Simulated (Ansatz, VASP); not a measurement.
**One calculation of HfC, two programs**

```
Hf C
1.0
     3.34287    0.00000    0.00000
    -1.67143    2.89501    0.00000
     0.00000    0.00000    5.20271
Hf C
2 2
Direct
  0.66667 0.33333 0.75000
  0.33333 0.66667 0.25000
  0.00000 0.00000 0.00000
  0.02692 0.00000 0.50000
```

Change from the starting cell: one atom moved.

Alike in both runs: task single point; functional PBEsol; k mesh 12 × 12 × 8; occupations gaussian, width 0.1 eV; no spin polarisation.

|  | VASP | Ansatz |
| --- | --- | --- |
| version | VASP 6.6.1 | Ansatz 0.2.0 |
| potentials or method | VASP PAW PBE potentials, release 64 (Hf_pv, C), cutoff 520 eV | scalar-relativistic, plane waves, PAW |
| valence electrons in the cell | 28 | 60 |

```csv
,VASP,Ansatz,Ansatz less VASP
gap on the k mesh at the Fermi level (eV),none,none,-
pressure (GPa),-7.5,-7.0,+0.51
"traceless stress, the component that is largest in VASP (GPa)",1.04,1.01,-0.032
rms of the force components (eV/Å),0.441,0.440,-0.0010
```

VASP's potentials were made for PBE, not for PBEsol. Atom by atom the forces differ by 0.001 eV/Å (rms over components). A gap of «none» marks a metal or a gap that the smearing closes. VASP's potentials hold 28 valence electrons a cell and Ansatz's 60, so a difference there can come from the potentials and not from the codes.

Neither program's run includes spin-orbit coupling.
